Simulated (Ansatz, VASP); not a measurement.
## One calculation of Au, two programs

```xyz
2
Lattice="0.0000 3.1541 3.1541 3.1541 0.0000 3.1541 3.1541 3.1541 0.0000" Properties=species:S:1:pos:R:3 pbc="T T T"
Au    0.7885    0.7885    0.7885
Au    5.5196    5.5196    5.5196
```

Alike in both runs: functional BLYP; k mesh 10 × 10 × 10; occupations fermi-dirac, width 0.1 eV; no spin polarisation.

Ansatz relaxed the structure, and its values are those at the end. VASP's run is a single point on that final structure, the one shown.

|  | VASP | Ansatz |
| --- | --- | --- |
| version | VASP 6.6.1 | Ansatz 0.2.0 |
| potentials or method | VASP PAW PBE potentials, release 64 (Au), cutoff 520 eV | plane waves (420 eV) with PAW, scalar-relativistic |
| valence electrons in the cell | 22 | 38 |

Ansatz gave:

- pressure (GPa): 0.0

**Question.** What did VASP give for the same quantities?

**Answer.** Pressure (GPa): 0.2.

VASP's potentials were made for PBE, not for BLYP. The functional is the same, so the differences come from potentials, cutoffs and numerics. VASP's potentials hold 22 valence electrons a cell and Ansatz's 38, so a difference there can come from the potentials and not from the codes.

Spin-orbit coupling is off throughout.
